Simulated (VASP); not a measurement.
Set up this calculation in VASP 6.6.1, as the native input.

| Item | Value |
| --- | --- |
| Task | single point |
| Functional | LDA |
| Potentials or basis | VASP PAW LDA potentials, release 64 (Mg, I) |
| Cutoff | 520 eV |
| k mesh | 6 × 6 × 4 |
| Occupations | gaussian, width 0.05 eV |
| Spin | no spin polarisation |
| Dipole correction | no |
| Further INCAR settings | ALGO = Normal; EDIFF = 1e-07; NBANDS = 15 |

The structure of MgI2 lies in POSCAR:

```
MgI2
1.0
    3.9657052472      0.0000000000      0.0000000000
   -1.9828526236      3.4344014880      0.0000000000
    0.0000000000      0.0000000000      6.5052162191
Mg I
1 2
Direct
    0.0000000000      0.0000000000      0.0000000000
    0.3333333333      0.6666666667      0.7448732377
    0.6666666667      0.3333333333      0.2551267623
```

These files were run (other wordings do the same):

INCAR

```
SYSTEM = MgI2
ALGO = Normal
EDIFF = 1E-7
ENCUT = 520
ISIF = 2
ISMEAR = 0
LASPH = .True.
LCHARG = .False.
LREAL = .False.
LWAVE = .False.
NBANDS = 15
NELM = 60
PREC = Accurate
SIGMA = 0.05
```

KPOINTS

```
k-points
0
Gamma
  6 6 4
  0 0 0
```

Potentials or basis: VASP PAW LDA potentials, release 64 (Mg, I).

Command:

```console
$ cat potpaw_LDA.64/Mg/POTCAR potpaw_LDA.64/I/POTCAR > POTCAR
$ mpirun -np 1 vasp_std > vasp.out
```

Results of the run:

```
Pressure               : 2.4 GPa
Largest force          : 0.099 eV/Å
Band gap on the k mesh : 3.32 eV, indirect (least direct gap 3.89 eV)
```

Caveat: spin-orbit coupling is left out, which moves the levels of the heavy elements.

Wall time 27 s on 1 thread of Intel(R) Xeon(R) Platinum 8259CL CPU @ 2.50GHz (Skylake/Cascade Lake), on a shared host, peak memory 0.18 GiB.
